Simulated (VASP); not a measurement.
# V2O3 (R-3c) in VASP: relaxation of cell and atoms with PBE

Aim: the relaxation of cell and atoms of V2O3 with PBE.

All numbers are computed with VASP 6.6.1; they aren't measurements. Logs are shortened: lines on timing, memory, paths and dates and some standing lists are left out, and cuts for length are marked.

## Step 1: The cell of the first run

Symmetry: R-3c, No. 167, trigonal system. Conventional cell: a = 4.942 Å, b = 4.942 Å, c = 14.016 Å, α = 90.00°, β = 90.00°, γ = 120.00°. Within 2.6 Å of V (site symmetry 3) lie 6 O at 1.95 to 2.08 Å. Within 2.6 Å of O (site symmetry 2) lie 4 V at 1.95 to 2.08 Å.

## Step 2: Relaxation of cell and atoms, PBE, collinear spin, ferromagnetic start

The input, INCAR:

```
  PREC = Accurate
  ENCUT = 600
  EDIFF = 1E-7
  ISMEAR = 0
  SIGMA = 0.05
  LREAL = F
  LASPH = T
  NELM = 200
  ALGO = Normal
  ISIF = 3
  LWAVE = F
  LCHARG = F
  ISPIN = 2
  MAGMOM = 2 2 2 2 0 0 0 0 0 0
  LORBIT = 11
  LMAXMIX = 4
  GGA = PE
  IBRION = 2
  NSW = 80
  EDIFFG = -0.01
  GGA_COMPAT = F
  NELMIN = 4
  KPAR = 4
```

The input, KPOINTS:

```
regular mesh
0
Gamma
  6 6 6
```

The input, POSCAR:

```
V2O3
1.0
    2.4712000000      1.4267479852      4.6720333333
   -2.4712000000      1.4267479852      4.6720333333
    0.0000000000     -2.8534959704      4.6720333333
V O
4 6
Direct
    0.3467000000      0.3467000000      0.3467000000
    0.1533000000      0.1533000000      0.1533000000
    0.6533000000      0.6533000000      0.6533000000
    0.8467000000      0.8467000000      0.8467000000
    0.5698000000      0.9302000000      0.2500000000
    0.2500000000      0.5698000000      0.9302000000
    0.9302000000      0.2500000000      0.5698000000
    0.4302000000      0.0698000000      0.7500000000
    0.7500000000      0.4302000000      0.0698000000
    0.0698000000      0.7500000000      0.4302000000
```

Potentials or basis: VASP PAW PBE potentials, release 64 (V_sv, O).

On the command line:

```
> cat potpaw_PBE.64/V_sv/POTCAR potpaw_PBE.64/O/POTCAR > POTCAR
> mpirun -np 4 vasp_std > vasp.out
```

OUTCAR:

```text
PREC = Accurate
   ENCUT = 600
   EDIFF = 1E-7
   ISMEAR = 0
   LREAL = F
   LASPH = T
   NELM = 200
   ISIF = 3
   ISPIN = 2
   LORBIT = 11
   GGA = PE
   IBRION = 2
   NSW = 80
   EDIFFG = -0.01
   NELMIN = 4

 ion  position               nearest neighbor table
   1  0.347  0.347  0.347-   9 1.95   8 1.95  10 1.95   7 2.08   6 2.08   5 2.08   2 2.71   3 2.88
                             3 2.88   3 2.88
   2  0.153  0.153  0.153-  10 1.95   8 1.95   9 1.95   7 2.08   6 2.08   5 2.08   1 2.71   4 2.88
                             4 2.88   4 2.88
   3  0.653  0.653  0.653-   6 1.95   5 1.95   7 1.95   9 2.08  10 2.08   8 2.08   4 2.71   1 2.88
                             1 2.88   1 2.88
   4  0.847  0.847  0.847-   7 1.95   5 1.95   6 1.95   9 2.08  10 2.08   8 2.08   3 2.71   2 2.88
                             2 2.88   2 2.88
   5  0.570  0.930  0.250-   3 1.95   4 1.95   1 2.08   2 2.08
   6  0.250  0.570  0.930-   3 1.95   4 1.95   1 2.08   2 2.08
   7  0.930  0.250  0.570-   4 1.95   3 1.95   1 2.08   2 2.08
   8  0.430  0.070  0.750-   1 1.95   2 1.95   3 2.08   4 2.08
   9  0.750  0.430  0.070-   1 1.95   2 1.95   3 2.08   4 2.08
  10  0.070  0.750  0.430-   2 1.95   1 1.95   3 2.08   4 2.08

  LATTYP: Found a trigonal (rhomboedric) cell.
 ALAT       =     5.4745168482
 COS(alpha) =     0.5924750593

  Lattice vectors:

 A1 = (   2.4712000000,   1.4267479852,   4.6720333333)
 A2 = (  -2.4712000000,   1.4267479852,   4.6720333333)
 A3 = (   0.0000000000,  -2.8534959704,   4.6720333333)

Analysis of symmetry for initial positions (statically):
=====================================================================
 Subroutine PRICEL returns:
 Original cell was already a primitive cell.

 Routine SETGRP: Setting up the symmetry group for a
 trigonal (rhombohedral) supercell.

 Subroutine GETGRP returns: Found 12 space group operations
 (whereof  6 operations were pure point group operations)
 out of a pool of 12 trial point group operations.

The static configuration has the point symmetry S_6 .
 The point group associated with its full space group is D_3d.

Analysis of symmetry for dynamics (positions and initial velocities):
=====================================================================
 Subroutine PRICEL returns:
 Original cell was already a primitive cell.

 Routine SETGRP: Setting up the symmetry group for a
 trigonal (rhombohedral) supercell.

 Subroutine GETGRP returns: Found 12 space group operations
 (whereof  6 operations were pure point group operations)
 out of a pool of 12 trial point group operations.

The dynamic configuration has the point symmetry S_6 .
 The point group associated with its full space group is D_3d.

Analysis of structural, dynamic, and magnetic symmetry:
=====================================================================
 Subroutine PRICEL returns:
 Original cell was already a primitive cell.

 Routine SETGRP: Setting up the symmetry group for a
 trigonal (rhombohedral) supercell.

 Subroutine GETGRP returns: Found 12 space group operations
 (whereof  6 operations were pure point group operations)
 out of a pool of 12 trial point group operations.

The overall configuration has the point symmetry S_6 .
 The point group associated with its full space group is D_3d.

 Subroutine INISYM returns: Found 12 space group operations
 (whereof  6 operations are pure point group operations),
 and found     1 'primitive' translations

----------------------------------------------------------------------------------------

                                     Primitive cell

  volume of cell :      98.8354

  direct lattice vectors                    reciprocal lattice vectors
     2.471200000  1.426747985  4.672033333     0.202330851  0.116815772  0.071346523
    -2.471200000  1.426747985  4.672033333    -0.202330851  0.116815772  0.071346523
     0.000000000 -2.853495970  4.672033333     0.000000000 -0.233631543  0.071346523

  length of vectors
     5.474516848  5.474516848  5.474516848     0.244282673  0.244282673  0.244282673

  position of ions in fractional coordinates (direct lattice)
     0.346700000  0.346700000  0.346700000
     0.153300000  0.153300000  0.153300000
     0.653300000  0.653300000  0.653300000
[... 79 lines left out ...]
   ions per type =               4   6
   NGX,Y,Z   is equivalent  to a cutoff of  14.58, 14.58, 14.58 a.u.
   NGXF,Y,Z  is equivalent  to a cutoff of  29.15, 29.15, 29.15 a.u.
 SYSTEM =  unknown system
   PREC   = accura    normal or accurate (medium, high low for compatibility)
   ISTART =      0    job   : 0-new  1-cont  2-samecut
   ICHARG =      2    charge: 1-file 2-atom 10-const
   ISPIN  =      2    spin polarized calculation?
   LNONCOLLINEAR =      F non collinear calculations
   LSORBIT =      F    spin-orbit coupling
   LASPH  =      T    aspherical Exc in radial PAW
   ENCUT  =  600.0 eV  44.10 Ry    6.64 a.u.  10.93 10.93 10.93*2*pi/ulx,y,z
   NELM   =    200;   NELMIN=  4; NELMDL= -5     # of ELM steps
   EDIFF  = 0.1E-06   stopping-criterion for ELM
   LREAL  =      F    real-space projection
   EDIFFG = -.1E-01   stopping-criterion for IOM
   NSW    =     80    number of steps for IOM
   IBRION =      2    ionic relax: 0-MD 1-quasi-New 2-CG
   NFREE  =      1    steps in history (QN), initial steepest desc. (CG)
   ISIF   =      3    stress and relaxation
   ISYM   =      2    0-nonsym 1-usesym 2-fastsym
   POTIM  = 0.5000    time-step for ionic-motion
   TEBEG  =    0.0;   TEEND  =   0.0 temperature during run
   PSTRESS=    0.0 pullay stress
   NELECT =      88.0000    total number of electrons
   NUPDOWN=      -1.0000    fix difference up-down
   EMIN   =  10.00;   EMAX   =-10.00  energy-range for DOS
   EFERMI =   0.00;   METHOD = LEGACY
   ISMEAR =     0;   SIGMA  =   0.05  broadening in eV -4-tet -1-fermi 0-gaus
   EFERMI_NEDOS =   21; number of points for ismear=-14 and -15
   IALGO  =     38    algorithm
   IMIX   =      4    mixing-type and parameters
     AMIX     =   0.40;   BMIX     =  1.00
     AMIX_MAG =   1.60;   BMIX_MAG =  1.00
  volume/ion in A,a.u.               =       9.88        66.70
  Fermi-wavevector in a.u.,A,eV,Ry     =   1.574943  2.976211 33.748525  2.480447
  Thomas-Fermi vector in A             =   2.676002
   LORBIT       =     11    0 simple, 1 ext, 2 COOP (PROOUT), +10 PAW based schemes
   GGA     = PE    functional components
   LHFCALC =     F    Hartree Fock is set to
   AEXX    =    0.0000 exact exchange contribution
   IVDW    =     0    specifies the selected vdW correction
   LEPSILON=     F    determine dielectric tensor
   LRPA    =     F    only Hartree local field effects (RPA)
 conjugate gradient relaxation of ions
 spin polarized calculation
 Gauss-broadening in eV      SIGMA  =   0.05
  energy-cutoff  :      600.00
  volume of cell :       98.84
 maximum number of plane-waves:      3317
 NGX is ok and might be reduce to    48
   NGX = 21   NGY = 21   NGZ = 21

--------------------------------------- Ionic step        1  -------------------------------------------

 number of electron      87.9999994 magnetization       4.7011762

 Free energy of the ion-electron system (eV)
  ---------------------------------------------------
  ext. energy  EPLUGINS =         0.00000000
  ---------------------------------------------------
  free energy    TOTEN  =       -88.33973822 eV

  energy without entropy =      -88.33608003  energy(sigma->0) =      -88.33790912

------------------------ aborting loop because EDIFF is reached ----------------------------------------

  FORCE on cell =-STRESS in cart. coord.  units (eV):
  Direction    XX          YY          ZZ          XY          YZ          ZX
  --------------------------------------------------------------------------------------
  -------------------------------------------------------------------------------------
  Total       -0.8990764     -0.8990764      0.2525200      0.0000000      0.0000000     -0.0000000
  in kB      -14.5745385    -14.5745385      4.0934931      0.0000000      0.0000000     -0.0000000
  external PRESSURE =      -8.3518613 kB  Pullay stress =       0.0000000 kB
[... 113 lines left out ...]
  FREE ENERGIE OF THE ION-ELECTRON SYSTEM (eV)
  ---------------------------------------------------
  free  energy   TOTEN  =       -88.5011622908 eV

  energy  without entropy=      -88.4993925543  energy(sigma->0) =      -88.50027742

[... ionic steps 4 to 9 ...]

--------------------------------------- Ionic step       10  -------------------------------------------

 number of electron      88.0000010 magnetization       4.4710412

------------------------ aborting loop because EDIFF is reached ----------------------------------------
[... 83 lines left out ...]
--------------------------------------- Ionic step       12  -------------------------------------------

 number of electron      88.0000010 magnetization       4.4718772

 Free energy of the ion-electron system (eV)
  ---------------------------------------------------
  ext. energy  EPLUGINS =         0.00000000
  ---------------------------------------------------
  free energy    TOTEN  =       -88.55108205 eV

  energy without entropy =      -88.54968512  energy(sigma->0) =      -88.55038359

 E-fermi :   8.2772     XC(G=0): -12.1662

 val. band max:        8.2639272306   @ k =   0.5000   0.3333   0.3333
 cond. band min:       8.2836379884   @ k =  -0.1667   0.1667   0.1667
 fundamental gap:      0.0197107578
 Fermi energy:         8.2772105877

 spin component 1

 k-point     1 :       0.0000    0.0000    0.0000
  band No.  band energies     occupation
      1     -57.4950      1.00000
      2     -57.4427      1.00000
      3     -57.4359      1.00000
      4     -57.3916      1.00000
      5     -31.5458      1.00000
      6     -31.5458      1.00000
[... 1405 lines left out ...]
     55      10.4856      0.00000
     56      10.8933      0.00000

 [... further k-points ...]

 spin component 2

 k-point     1 :       0.0000    0.0000    0.0000
  band No.  band energies     occupation
      1     -56.4226      1.00000
      2     -56.3676      1.00000
      3     -56.3623      1.00000
      4     -56.3158      1.00000
      5     -30.6529      1.00000
      6     -30.5128      1.00000
[... 1444 lines left out ...]
  FREE ENERGIE OF THE ION-ELECTRON SYSTEM (eV)
  ---------------------------------------------------
  free  energy   TOTEN  =       -88.5510820519 eV

  energy  without entropy=      -88.5496851212  energy(sigma->0) =      -88.55038359

 reached required accuracy - stopping structural energy minimisation

 total charge

# of ion       s       p       d       tot
------------------------------------------
    1        2.236   6.260   3.043  11.539
    2        2.236   6.260   3.043  11.539
    3        2.236   6.260   3.043  11.539
    4        2.236   6.260   3.043  11.539
    5        1.557   3.498   0.000   5.055
    6        1.557   3.498   0.000   5.055
    7        1.557   3.498   0.000   5.055
    8        1.557   3.498   0.000   5.055
    9        1.557   3.498   0.000   5.055
   10        1.557   3.498   0.000   5.055
--------------------------------------------------
tot         18.288  46.026  12.172  76.485

 magnetization (x)

# of ion       s       p       d       tot
------------------------------------------
    1        0.010   0.012   1.033   1.055
    2        0.010   0.012   1.033   1.055
    3        0.010   0.012   1.033   1.055
    4        0.010   0.012   1.033   1.055
    5       -0.001  -0.011   0.000  -0.013
    6       -0.001  -0.011   0.000  -0.013
    7       -0.001  -0.011   0.000  -0.013
    8       -0.001  -0.011   0.000  -0.013
    9       -0.001  -0.011   0.000  -0.013
   10       -0.001  -0.011   0.000  -0.013
--------------------------------------------------
tot          0.033  -0.020   4.130   4.144
```

Run time: 15 min. Hardware: 4 MPI ranks of AMD EPYC 9R45 (Zen 5), shared host; peak memory 0.6 GiB.

Results:

```
Free energy                                           : -88.5511 eV
Relaxed volume                                        : 9.75 Å³/atom
Relaxed cell                                          : a = 5.539 Å, b = 5.539 Å, c = 5.539 Å, α = 51.98°, β = 51.98°, γ = 51.98°
Space group after relaxing (to 0.1 Å)                 : R-3c (No. 167)
Energy gained by relaxing                             : 21.1 meV/atom
Ionic steps                                           : 12
Pressure after relaxing                               : 0.1 GPa
Largest force after relaxing                          : 0.005 eV/Å
Net moment                                            : 4.47 μB per cell
Site moments                                          : V +1.05; O -0.01 μB
Valence electrons inside the program's atomic spheres : V 11.54; O 5.05
```

Forces on the atoms (eV/Å):
```
V    0.000  0.000  0.001
V    0.000  0.000 -0.001
V    0.000  0.000 -0.001
V    0.000  0.000  0.001
O   -0.005  0.000  0.000
O    0.003 -0.005  0.000
O    0.003  0.005  0.000
O    0.005  0.000  0.000
O   -0.003  0.005  0.000
O   -0.003 -0.005  0.000
```

Stress tensor (GPa, compression positive):
```
0.10 0.00 0.00
0.00 0.10 0.00
0.00 0.00 0.01
```

The path:
| step | energy change (eV) | largest force (eV/Å) | pressure (GPa) | volume (Å³) |
| --- | --- | --- | --- | --- |
| 1 | 0.0000 | 0.9698 | -0.84 | 98.84 |
| 2 | -0.1369 | 0.3841 | 0.12 | 98.10 |
| 3 | -0.1614 | 0.2942 | 1.22 | 97.64 |
| 4 | -0.1984 | 0.1415 | -1.87 | 98.51 |
| 5 | -0.1985 | 0.1462 | -2.02 | 98.55 |
| 6 | -0.2080 | 0.0332 | 1.31 | 96.92 |
| 7 | -0.2110 | 0.0549 | 0.19 | 97.45 |
| 8 | -0.2110 | 0.0529 | 0.23 | 97.43 |
| 9 | -0.2112 | 0.0209 | -0.17 | 97.58 |
| 10 | -0.2113 | 0.0157 | -0.04 | 97.53 |
| 11 | -0.2113 | 0.0170 | -0.06 | 97.54 |
| 12 | -0.2113 | 0.0052 | 0.07 | 97.50 |

Final structure:
```
CELL_PARAMETERS angstrom
2.42717 1.40133 4.77754
-2.42717 1.40133 4.77754
0.00000 -2.80266 4.77754
ATOMIC_POSITIONS crystal
V 0.34034 0.34034 0.34034
V 0.15966 0.15966 0.15966
V 0.65966 0.65966 0.65966
V 0.84034 0.84034 0.84034
O 0.57454 0.92546 0.25000
O 0.25000 0.57454 0.92546
O 0.92546 0.25000 0.57454
O 0.42546 0.07454 0.75000
O 0.75000 0.42546 0.07454
O 0.07454 0.75000 0.42546
```

Levels at points of the mesh, in eV from the Fermi level:
Spin up:
```csv
k point,band 44,band 45,band 46,band 47,band 48,band 49
"(0.00, 0.00, 0.00)",-0.72,-0.72,-0.61,-0.61,0.16,0.66
"(0.50, 0.00, 0.00)",-0.48,-0.39,-0.39,0.21,0.21,0.43
"(0.50, 0.50, 0.00)",-0.83,-0.54,-0.16,0.11,0.22,0.69
"(0.50, 0.50, 0.50)",-0.64,-0.02,-0.02,0.17,0.17,0.17
```
Spin down:
```
           k point  band 38  band 39  band 40  band 41  band 42  band 43  band 44  band 45  band 46  band 47
(0.00, 0.00, 0.00)    -3.60    -3.28    -3.28    -1.03     0.36     0.36     0.68     0.68     0.68     0.76
(0.50, 0.00, 0.00)    -4.52    -3.64    -3.64    -0.51    -0.51     0.65     0.65     0.84     0.84     1.58
(0.50, 0.50, 0.00)    -4.21    -4.15    -3.53    -0.74    -0.53     0.18     0.41     0.80     1.04     1.36
(0.50, 0.50, 0.50)    -4.00    -4.00    -4.00     0.45     0.45     0.85     0.85     0.85     0.85     1.35
```

Caveat: semilocal functionals often make such compounds metallic where correlation or magnetic order opens a gap, which also shifts bond lengths. With open d or f shells a metallic result of PBE can be an artefact of self-interaction; +U or a hybrid may open a gap.
